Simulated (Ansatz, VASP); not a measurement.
**Ir in VASP and in Ansatz**

The input INCAR:

```
PREC = Accurate ; ENCUT = 560
EDIFF = 1E-6 ; ISMEAR = -1
SIGMA = 0.1 ; LREAL = F
LASPH = T ; NELM = 120
ALGO = Normal ; ISIF = 2
LWAVE = F ; LCHARG = T
GGA = B5 ; ALDAX = 1.0
AGGAX = 1.0 ; AGGAC = 1.0
ALDAC = 0.0 ; LELF = T
LVHAR = T ; NBANDS = 14
GGA_COMPAT = F
```

The input KPOINTS:

```
regular mesh
0
Gamma
  16 16 16
```

The input POSCAR:

```
Ir
1.0
   -1.6244436381      1.6244436381      1.6244436381
    1.6244436381     -1.6244436381      1.6244436381
    1.6244436381      1.6244436381     -1.6244436381
Ir
1
Direct
    0.0000000000      0.0000000000      0.0000000000
```

Input for Ansatz:

```yaml
crystal:
  lattice:
    - [-1.6244436381, 1.6244436381, 1.6244436381]
    - [1.6244436381, -1.6244436381, 1.6244436381]
    - [1.6244436381, 1.6244436381, -1.6244436381]
  atoms:
    - { symbol: Ir, position: [0.0, 0.0, 0.0] }
hamiltonian:
  xc: blyp
  pseudopotentials:
    kind: paw
    azcp:
      Ir: "pseudopotentials/Ir.paw.azcp"
basis:
  ecutwfc: 420
  fft_grid_basis: typed
kpoints:
  mp_grid: { grid: [16, 16, 16], shift: [0, 0, 0] }
magnetization:
  spin_polarized: false
scf:
  occupations: { method: fermi_dirac, width: 0.1 }
  lower_state_search: "off"
output:
  stress: true
```

Alike in both runs: task single point; functional BLYP; k mesh 16 × 16 × 16; occupations fermi-dirac, width 0.1 eV; no spin polarisation.

|  | VASP | Ansatz |
| --- | --- | --- |
| version | VASP 6.6.1 | Ansatz 0.2.0 |
| potentials or method | VASP PAW PBE potentials, release 64 (Ir_sv_GW), cutoff 560 eV | plane waves (420 eV) with PAW, scalar-relativistic |
| valence electrons in the cell | 17 | 17 |

VASP gave:

- pressure (GPa): -16.4

Problem. What did Ansatz give for the same quantities?

Solution. Pressure (GPa): -16.0.

VASP's potentials were made for PBE, not for BLYP. With one functional, cell and mesh, what is left measures potentials, basis and numerics.

Neither program's run includes spin-orbit coupling.
